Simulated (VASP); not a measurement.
# ZnS in VASP: a series of runs

The runs below take ZnS through single point, with HSE06.

Program: VASP 6.6.1. These are calculated values, not measurements. Logs are shortened: lines on timing, memory, paths and dates and some standing lists are left out, and cuts for length are marked.

## (1) The cell of the first run

It takes space group R3m (No. 160, trigonal). The conventional cell has a = 3.844 Å, b = 3.844 Å, c = 9.285 Å, α = 90.00°, β = 90.00°, γ = 120.00°. Zn (site symmetry 3m) has 4 S at 2.34 to 2.35 Å within 3.1 Å. Within 3.1 Å of S (site symmetry 3m) lie 4 Zn at 2.34 to 2.35 Å.

## (2) Single point, HSE06 (epitaxial 111 strain +0.9%)

File POSCAR:

```
ZnS
1.0
   -0.0250593106      2.6927344339      2.6927344339
    2.6927344339     -0.0250593106      2.6927344339
    2.6927344339      2.6927344339     -0.0250593106
Zn S
1 1
Direct
   -0.0007939441     -0.0007939441     -0.0007939441
    0.2507939441      0.2507939441      0.2507939441
```

File INCAR.step1:

```
SYSTEM = ZnS
PREC = Accurate ; ENCUT = 400
EDIFF = 1E-5 ; ISMEAR = 0
SIGMA = 0.01 ; LREAL = .False.
LASPH = .True. ; NELM = 120
ALGO = Normal ; ISIF = 2
LWAVE = .True. ; LCHARG = .False.
NBANDS = 16 ; GGA = PE
GGA_COMPAT = .False.
```

File INCAR.step2:

```
SYSTEM = ZnS
PREC = Accurate ; ENCUT = 400
EDIFF = 1E-6 ; ISMEAR = 0
SIGMA = 0.01 ; LREAL = .False.
LASPH = .True. ; NELM = 120
ALGO = Normal ; ISIF = 2
LWAVE = .False. ; LCHARG = .False.
GGA = PE ; LHFCALC = .True.
HFSCREEN = 0.2079 ; PRECFOCK = Normal
NBANDS = 16 ; ISTART = 1
GGA_COMPAT = .False.
```

File KPOINTS:

```
regular mesh
0
Gamma
  6 6 6
  0 0 0
```

Potentials or basis: VASP PAW PBE potentials, release 64 (Zn, S).

Command:

```bash
$ cat potpaw_PBE.64/Zn/POTCAR potpaw_PBE.64/S/POTCAR > POTCAR
$ cp INCAR.step1 INCAR
$ mpirun -np 1 vasp_std > vasp.out
$ cp INCAR.step2 INCAR
$ mpirun -np 1 vasp_std > vasp.out
```

OUTCAR:

```text
SYSTEM = ZnS
   PREC = Accurate
   ENCUT = 400
   EDIFF = 1E-6
   ISMEAR = 0
   LREAL = .False.
   LASPH = .True.
   NELM = 120
   ISIF = 2
   GGA = PE
   LHFCALC = .True.
   HFSCREEN = 0.2079
   PRECFOCK = Normal
   ISTART = 1

 ion  position               nearest neighbor table
   1  0.999  0.999  0.999-   2 2.34   2 2.35   2 2.35   2 2.35
   2  0.251  0.251  0.251-   1 2.34   1 2.35   1 2.35   1 2.35

  LATTYP: Found a trigonal (rhomboedric) cell.
 ALAT       =     3.8081840071
 COS(alpha) =     0.4906724834

  Lattice vectors:

 A1 = (  -0.0250593106,   2.6927344339,   2.6927344339)
 A2 = (   2.6927344339,  -0.0250593106,   2.6927344339)
 A3 = (   2.6927344339,   2.6927344339,  -0.0250593106)

Analysis of symmetry for initial positions (statically):
=====================================================================
 Subroutine PRICEL returns:
 Original cell was already a primitive cell.

 Routine SETGRP: Setting up the symmetry group for a
 trigonal (rhombohedral) supercell.

 Subroutine GETGRP returns: Found  6 space group operations
 (whereof  6 operations were pure point group operations)
 out of a pool of 12 trial point group operations.

The static configuration has the point symmetry C_3v.

Analysis of symmetry for dynamics (positions and initial velocities):
=====================================================================
 Subroutine PRICEL returns:
 Original cell was already a primitive cell.

 Routine SETGRP: Setting up the symmetry group for a
 trigonal (rhombohedral) supercell.

 Subroutine GETGRP returns: Found  6 space group operations
 (whereof  6 operations were pure point group operations)
 out of a pool of 12 trial point group operations.

The dynamic configuration has the point symmetry C_3v.

 Subroutine INISYM returns: Found  6 space group operations
 (whereof  6 operations are pure point group operations),
 and found     1 'primitive' translations

----------------------------------------------------------------------------------------

                                     Primitive cell

  volume of cell :      39.5941

  direct lattice vectors                    reciprocal lattice vectors
    -0.025059311  2.692734434  2.692734434    -0.183112702  0.184832806  0.184832806
     2.692734434 -0.025059311  2.692734434     0.184832806 -0.183112702  0.184832806
     2.692734434  2.692734434 -0.025059311     0.184832806  0.184832806 -0.183112702

  length of vectors
     3.808184007  3.808184007  3.808184007     0.319149799  0.319149799  0.319149799

  position of ions in fractional coordinates (direct lattice)
     0.999206056  0.999206056  0.999206056
     0.250793944  0.250793944  0.250793944

  ion indices of the primitive-cell ions
   primitive index   ion index
                 1           1
                 2           2

----------------------------------------------------------------------------------------

 KPOINTS: regular mesh

Automatic generation of k-mesh.
 Grid dimensions read from file:
 generate k-points for:    6    6    6

 Generating k-lattice:

  Cartesian coordinates                     Fractional coordinates (reciprocal lattice)
    -0.030518784  0.030805468  0.030805468     0.166666667  0.000000000  0.000000000
     0.030805468 -0.030518784  0.030805468     0.000000000  0.166666667  0.000000000
     0.030805468  0.030805468 -0.030518784     0.000000000  0.000000000  0.166666667

  Length of vectors
     0.053191633  0.053191633  0.053191633

  Shift w.r.t. Gamma in fractional coordinates (k-lattice)
     0.000000000  0.000000000  0.000000000

 Subroutine IBZKPT returns following result:
 ===========================================

 Found     32 irreducible k-points:

 Following reciprocal coordinates:
            Coordinates               Weight
  0.000000  0.000000  0.000000      1.000000
  0.166667  0.000000  0.000000      6.000000
  0.333333  0.000000 -0.000000      6.000000
  0.500000  0.000000 -0.000000      3.000000
  0.166667  0.166667  0.000000      6.000000
  0.333333  0.166667 -0.000000     12.000000
[... 16 lines left out ...]
  0.500000  0.500000  0.166667      6.000000
 -0.333333  0.500000  0.166667     12.000000
 [... further k-points ...]
   k-points           NKPTS =     32   k-points in BZ     NKDIM =    216   number of bands    NBANDS=     16
   number of dos      NEDOS =    301   number of ions     NIONS =      2
   total plane-waves  NPLWV =  21952
   dimension x,y,z NGX =    28 NGY =   28 NGZ =   28
   dimension x,y,z NGXF=    56 NGYF=   56 NGZF=   56
   ions per type =               1   1
   NGX,Y,Z   is equivalent  to a cutoff of  12.22, 12.22, 12.22 a.u.
   NGXF,Y,Z  is equivalent  to a cutoff of  24.45, 24.45, 24.45 a.u.
 SYSTEM =  ZnS
   PREC   = accura    normal or accurate (medium, high low for compatibility)
   ISTART =      1    job   : 0-new  1-cont  2-samecut
   ICHARG =      0    charge: 1-file 2-atom 10-const
   ISPIN  =      1    spin polarized calculation?
   LNONCOLLINEAR =      F non collinear calculations
   LSORBIT =      F    spin-orbit coupling
   LASPH  =      T    aspherical Exc in radial PAW
   ENCUT  =  400.0 eV  29.40 Ry    5.42 a.u.   6.21  6.21  6.21*2*pi/ulx,y,z
   NELM   =    120;   NELMIN=  2; NELMDL=  0     # of ELM steps
   EDIFF  = 0.1E-05   stopping-criterion for ELM
   LREAL  =      F    real-space projection
   EDIFFG = 0.1E-04   stopping-criterion for IOM
   NSW    =      0    number of steps for IOM
   IBRION =     -1    ionic relax: 0-MD 1-quasi-New 2-CG
   NFREE  =      0    steps in history (QN), initial steepest desc. (CG)
   ISIF   =      2    stress and relaxation
   ISYM   =      3    0-nonsym 1-usesym 2-fastsym
   POTIM  = 0.5000    time-step for ionic-motion
   TEBEG  =    0.0;   TEEND  =   0.0 temperature during run
   PSTRESS=    0.0 pullay stress
   NELECT =      18.0000    total number of electrons
   NUPDOWN=      -1.0000    fix difference up-down
   EMIN   =  10.00;   EMAX   =-10.00  energy-range for DOS
   EFERMI =   0.00;   METHOD = LEGACY
   ISMEAR =     0;   SIGMA  =   0.01  broadening in eV -4-tet -1-fermi 0-gaus
   EFERMI_NEDOS =   21; number of points for ismear=-14 and -15
   IALGO  =     38    algorithm
   IMIX   =      1    mixing-type and parameters
     AMIX     =   0.40;   BMIX     =  1.00
     AMIX_MAG =   1.60;   BMIX_MAG =  1.00
  volume/ion in A,a.u.               =      19.80       133.60
  Fermi-wavevector in a.u.,A,eV,Ry     =   1.258796  2.378779 21.559347  1.584567
  Thomas-Fermi vector in A             =   2.392388
   LORBIT       =      0    0 simple, 1 ext, 2 COOP (PROOUT), +10 PAW based schemes
   GGA     = PE    functional components
   LHFCALC =     T    Hartree Fock is set to
   PRECFOCK=normal    Normal, Fast or Accurate (Low or Medium for compatibility)
   ENCUT4O =  -1.0   cutoff for four orbital integrals eV
   NKREDX  =     1    reduce k-point grid by
   NKREDY  =     1    reduce k-point grid by
   NKREDZ  =     1    reduce k-point grid by
   AEXX    =    0.2500 exact exchange contribution
   HFSCREEN=    0.2079 screening length (either q_TF or 0.3 A-1)
   HFSCREENC=   0.2079 screening length for correlation (either q_TF or 0.3 A-1)
   ENCUTFOCK=  -1.0 apply spherical cutoff to Coloumb kernel
   IVDW    =     0    specifies the selected vdW correction
   LEPSILON=     F    determine dielectric tensor
   LRPA    =     F    only Hartree local field effects (RPA)
 non-spin polarized calculation
 Gauss-broadening in eV      SIGMA  =   0.01
  energy-cutoff  :      400.00
  volume of cell :       39.59
 maximum number of plane-waves:       739
 NGX is ok and might be reduce to    28
  NGX = 20; NGY = 20; NGZ = 20

 number of electron      17.9999996 magnetization

 Free energy of the ion-electron system (eV)
  ---------------------------------------------------
  ext. energy  EPLUGINS =         0.00000000
  ---------------------------------------------------
  free energy    TOTEN  =        -8.36795397 eV

  energy without entropy =       -8.36795397  energy(sigma->0) =       -8.36795397

 E-fermi :   1.4833     XC(G=0):  -7.9594

 val. band max:        1.4011559057   @ k =   0.0000   0.0000   0.0000
 cond. band min:       4.6546868312   @ k =   0.0000   0.0000   0.0000
 fundamental gap:      3.2535309255
 Fermi energy:         1.4833173097

 k-point     1 :       0.0000    0.0000    0.0000
  band No.  band energies     occupation
      1     -12.9452      2.00000
      2      -6.4825      2.00000
      3      -6.4825      2.00000
      4      -6.4777      2.00000
      5      -6.0402      2.00000
      6      -6.0401      2.00000
[... 8 lines left out ...]
     15      14.5389      0.00000
     16      14.7124      0.00000

 k-point     2 :       0.1667    0.0000    0.0000
  band No.  band energies     occupation
      1     -12.7303      2.00000
      2      -6.4494      2.00000
      3      -6.4481      2.00000
      4      -6.4405      2.00000
      5      -6.0423      2.00000
      6      -6.0412      2.00000
[... 8 lines left out ...]
     15      13.7231      0.00000
     16      15.4428      0.00000

 k-point     3 :       0.3333    0.0000   -0.0000
  band No.  band energies     occupation
      1     -12.2478      2.00000
      2      -6.3940      2.00000
      3      -6.3935      2.00000
      4      -6.2084      2.00000
      5      -6.0329      2.00000
      6      -6.0292      2.00000
[... 8 lines left out ...]
     15      14.4512      0.00000
     16      14.5699      0.00000

 k-point     4 :       0.5000    0.0000   -0.0000
  band No.  band energies     occupation
      1     -11.9728      2.00000
      2      -6.3743      2.00000
      3      -6.3737      2.00000
      4      -6.0184      2.00000
      5      -6.0139      2.00000
      6      -5.8109      2.00000
[... 8 lines left out ...]
     15      16.2070      0.00000
     16      16.4318      0.00000
[... 324 lines left out ...]
 k-point    22 :      -0.1667    0.3333    0.1667
  band No.  band energies     occupation
      1     -11.9148      2.00000
      2      -6.3416      2.00000
      3      -6.3104      2.00000
      4      -6.1691      2.00000
      5      -6.0156      2.00000
      6      -5.9162      2.00000
[... 8 lines left out ...]
     15      16.8032      0.00000
     16      17.5261      0.00000

 k-point    23 :       0.5000    0.5000    0.1667
  band No.  band energies     occupation
      1     -11.7221      2.00000
      2      -6.3508      2.00000
      3      -6.2221      2.00000
      4      -6.1852      2.00000
      5      -5.9907      2.00000
      6      -5.7869      2.00000
[... 8 lines left out ...]
     15      16.6923      0.00000
     16      17.9820      0.00000

 k-point    24 :      -0.3333    0.5000    0.1667
  band No.  band energies     occupation
      1     -11.6352      2.00000
      2      -6.3261      2.00000
      3      -6.2295      2.00000
      4      -6.1284      2.00000
      5      -6.0156      2.00000
      6      -5.6411      2.00000
[... 8 lines left out ...]
     15      16.9214      0.00000
     16      17.7333      0.00000

 [... further k-points ...]

------------------------ aborting loop because EDIFF is reached ----------------------------------------

  FORCE on cell =-STRESS in cart. coord.  units (eV):
  Direction    XX          YY          ZZ          XY          YZ          ZX
  --------------------------------------------------------------------------------------
  -------------------------------------------------------------------------------------
  Total        0.0829800      0.0829800      0.0829800      0.1126905      0.1126905      0.1126905
  in kB        3.3577862      3.3577862      3.3577862      4.5600204      4.5600204      4.5600204
  external PRESSURE =       3.3577862 kB  Pullay stress =       0.0000000 kB

 VOLUME and BASIS-vectors are now :
 -----------------------------------------------------------------------------
  energy-cutoff  :      400.00
  volume of cell :       39.59
      direct lattice vectors                 reciprocal lattice vectors
    -0.025059311  2.692734434  2.692734434    -0.183112702  0.184832806  0.184832806
     2.692734434 -0.025059311  2.692734434     0.184832806 -0.183112702  0.184832806
     2.692734434  2.692734434 -0.025059311     0.184832806  0.184832806 -0.183112702

 POSITION                                       TOTAL-FORCE (eV/Angst)
 -----------------------------------------------------------------------------------
      5.35615      5.35615      5.35615        -0.003057     -0.003057     -0.003057
      1.34436      1.34436      1.34436         0.003057      0.003057      0.003057
 -----------------------------------------------------------------------------------
    total drift:                               -0.000059     -0.000055      0.000026

  FREE ENERGIE OF THE ION-ELECTRON SYSTEM (eV)
  ---------------------------------------------------
  free  energy   TOTEN  =        -8.3679539694 eV

  energy  without entropy=       -8.3679539694  energy(sigma->0) =       -8.36795397
```

Run time: 1.9 h. Hardware: 1 thread of Intel Xeon 8259CL, shared host; peak memory 0.24 GiB.

What came out:

- Free energy: -8.3680 eV
- Pressure: 0.3 GPa
- Largest force: 0.005 eV/Å
- Band gap on the k mesh: 3.25 eV

Forces in eV/Å, atoms in the order of the input:
```
Zn  -0.003 -0.003 -0.003
S    0.003  0.003  0.003
```

Caveat: the cell differs from its parent crystal (epitaxial 111 strain +0.9%); the PAW data sets were made with another functional, which shifts forces and pressure a little.

## (3) Single point, HSE06 (epitaxial xy strain -1.7%)

File POSCAR:

```
ZnS
1.0
    0.0000000000      2.6472086969      2.7502548155
    2.6472086969      0.0000000000      2.7502548155
    2.6472086969      2.6472086969      0.0000000000
Zn S
1 1
Direct
    0.0000000000      0.0000000000      0.0000000000
    0.2500000000      0.2500000000      0.2500000000
```

File INCAR.step1:

```
PREC = Accurate
ENCUT = 400
EDIFF = 1E-5
ISMEAR = 0
SIGMA = 0.01
LREAL = False
LASPH = True
NELM = 120
ALGO = Normal
ISIF = 2
LWAVE = True
NBANDS = 16
GGA = PE
GGA_COMPAT = False
```

File INCAR.step2:

```
PREC = Accurate
ENCUT = 400
EDIFF = 1E-6
ISMEAR = 0
SIGMA = 0.01
LREAL = False
LASPH = True
NELM = 120
ALGO = Normal
ISIF = 2
LWAVE = False
LCHARG = True
GGA = PE
LHFCALC = True
HFSCREEN = 0.2079
PRECFOCK = Normal
LELF = True
LVHAR = True
NBANDS = 16
ISTART = 1
GGA_COMPAT = False
```

File KPOINTS:

```
Automatic mesh
0
Gamma
  6 6 6
```

Potentials or basis: VASP PAW PBE potentials, release 64 (Zn, S).

Command:

```bash
$ cat potpaw_PBE.64/Zn/POTCAR potpaw_PBE.64/S/POTCAR > POTCAR
$ cp INCAR.step1 INCAR
$ mpirun -np 1 vasp_std > vasp.out
$ cp INCAR.step2 INCAR
$ mpirun -np 1 vasp_std > vasp.out
```

OUTCAR:

```text
PREC = Accurate
   ENCUT = 400
   EDIFF = 1E-6
   ISMEAR = 0
   LREAL = False
   LASPH = True
   NELM = 120
   ISIF = 2
   GGA = PE
   LHFCALC = True
   HFSCREEN = 0.2079
   PRECFOCK = Normal
   ISTART = 1

 ion  position               nearest neighbor table
   1  0.000  0.000  0.000-   2 2.32   2 2.32   2 2.32   2 2.32
   2  0.250  0.250  0.250-   1 2.32   1 2.32   1 2.32   1 2.32

  LATTYP: Found a body centered tetragonal cell.
 ALAT       =     3.7437184416
 C/A-ratio  =     1.4692637058

  Lattice vectors:

 A1 = (  -2.6472086969,   0.0000000000,   2.7502548155)
 A2 = (   2.6472086969,   0.0000000000,   2.7502548155)
 A3 = (   0.0000000000,   2.6472086969,  -2.7502548155)

Analysis of symmetry for initial positions (statically):
=====================================================================
 Subroutine PRICEL returns:
 Original cell was already a primitive cell.

 Routine SETGRP: Setting up the symmetry group for a
 body centered tetragonal supercell.

 Subroutine GETGRP returns: Found  8 space group operations
 (whereof  8 operations were pure point group operations)
[... 172 lines left out ...]

 E-fermi :   1.6933     XC(G=0):  -8.0597

 val. band max:        1.6489798269   @ k =   0.0000   0.0000   0.0000
 cond. band min:       5.0287900486   @ k =   0.0000   0.0000   0.0000
 fundamental gap:      3.3798102218
 Fermi energy:         1.6932913638

 k-point     1 :       0.0000    0.0000    0.0000
  band No.  band energies     occupation
      1     -12.8934      2.00000
      2      -6.3402      2.00000
      3      -6.3198      2.00000
      4      -6.3198      2.00000
      5      -5.8620      2.00000
      6      -5.8531      2.00000
[... 433 lines left out ...]
      3      -6.0608      2.00000
      4      -6.0106      2.00000
      5      -5.8043      2.00000
      6      -5.5805      2.00000
[... 8 lines left out ...]
     15      16.8448      0.00000
     16      18.4285      0.00000

 [... further k-points ...]

------------------------ aborting loop because EDIFF is reached ----------------------------------------

  FORCE on cell =-STRESS in cart. coord.  units (eV):
  Direction    XX          YY          ZZ          XY          YZ          ZX
  --------------------------------------------------------------------------------------
  -------------------------------------------------------------------------------------
  Total        0.7363523      0.7363523      0.3271761      0.0000000      0.0000000      0.0000000
  in kB       30.6067290     30.6067290     13.5991844      0.0000000      0.0000000      0.0000000
  external PRESSURE =      24.9375475 kB  Pullay stress =       0.0000000 kB

 VOLUME and BASIS-vectors are now :
 -----------------------------------------------------------------------------
  energy-cutoff  :      400.00
  volume of cell :       38.55
      direct lattice vectors                 reciprocal lattice vectors
     0.000000000  2.647208697  2.750254815    -0.188878195  0.188878195  0.181801336
     2.647208697  0.000000000  2.750254815     0.188878195 -0.188878195  0.181801336
     2.647208697  2.647208697  0.000000000     0.188878195  0.188878195 -0.181801336

 POSITION                                       TOTAL-FORCE (eV/Angst)
 -----------------------------------------------------------------------------------
      0.00000      0.00000      0.00000        -0.000000     -0.000000      0.000000
      1.32360      1.32360      1.37513         0.000000      0.000000      0.000000
 -----------------------------------------------------------------------------------
    total drift:                               -0.000030     -0.000027      0.000027

  FREE ENERGIE OF THE ION-ELECTRON SYSTEM (eV)
  ---------------------------------------------------
  free  energy   TOTEN  =        -8.3527726326 eV

  energy  without entropy=       -8.3527726326  energy(sigma->0) =       -8.35277263
```

Run time: 79 min. Hardware: 1 thread of Intel Xeon 8259CL, shared host; peak memory 0.27 GiB.

Results:

```yaml
Free_energy: -8.3528 eV
Pressure: 2.5 GPa
Band_gap_on_the_k_mesh: 3.38 eV
```

Caveat: the cell differs from its parent crystal (epitaxial xy strain -1.7%); the PAW data sets were made with another functional, which shifts forces and pressure a little.
